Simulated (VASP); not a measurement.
The system is Si.

```
CELL_PARAMETERS angstrom
0.00000 2.73500 2.73500
2.73500 0.00000 2.73500
2.73500 2.73500 0.00000
ATOMIC_POSITIONS crystal
Si 0.00000 0.00000 0.00000
Si 0.25000 0.25000 0.25000
```

Base run:

```yaml
Program: VASP 6.6.1
Functional: HSE06
Potentials_or_basis: VASP PAW PBE potentials, release 64 (Si)
Cutoff: 520 eV
k_mesh: 8 × 8 × 8
Occupations: fermi-dirac, width 0.02 eV
Spin: no spin polarisation
```

Its results: band gap on the k mesh 1.22 eV (least direct gap 3.31 eV); pressure -1.9 GPa.

Q: The run is repeated on the same cell with these changes: functional from HSE06 to PBE; cutoff from 520 eV to 500 eV; occupations from fermi-dirac, width 0.02 eV to fermi-dirac, width 0.1 eV. What comes out?

A: Band gap on the k mesh 0.65 eV (least direct gap 2.56 eV); pressure -0.1 GPa.

Caveats: the PAW data sets were made with another functional, which shifts forces and pressure a little (at least some runs); semilocal functionals underestimate gaps, and a narrow one can read as zero (at least some runs).

A k mesh can miss the band edges.
